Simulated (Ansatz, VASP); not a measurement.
## Two plane-wave programs on In4SbAs3

```
CELL_PARAMETERS angstrom
4.45647 0.00000 0.00000
0.00000 4.45647 0.00000
0.00000 0.00000 12.58951
ATOMIC_POSITIONS crystal
In 0.50000 0.00000 0.87962
In 0.00000 0.50000 0.12038
In 0.50000 0.00000 0.36192
In 0.00000 0.50000 0.63808
Sb 0.50000 0.50000 0.50000
As 0.00000 0.00000 0.24111
As 0.00000 0.00000 0.75889
As 0.50000 0.50000 0.00000
```

Alike in both runs: functional PBE; k mesh 8 × 8 × 4; occupations gaussian, width 0.1 eV; no spin polarisation.

Ansatz relaxed the structure, and its values are those at the end. VASP's run is a single point on that final structure, the one shown.

|  | VASP | Ansatz |
| --- | --- | --- |
| version | VASP 6.6.1 | Ansatz 0.2.0 |
| potentials or method | VASP PAW PBE potentials, release 64 (In_d, Sb, As), cutoff 520 eV | scalar-relativistic, plane waves, PAW |
| valence electrons in the cell | 72 | 112 |

```tsv
	VASP	Ansatz	Ansatz less VASP
gap on the k mesh at the Fermi level (eV)	none	none	-
pressure (GPa)	0.0	0.0	-0.02
```

A gap of «none» marks a metal or a gap that the smearing closes. With one functional, cell and mesh, what is left measures potentials, basis and numerics. VASP's potentials hold 72 valence electrons a cell and Ansatz's 112, so a difference there can come from the potentials and not from the codes.

Spin-orbit coupling is off throughout.
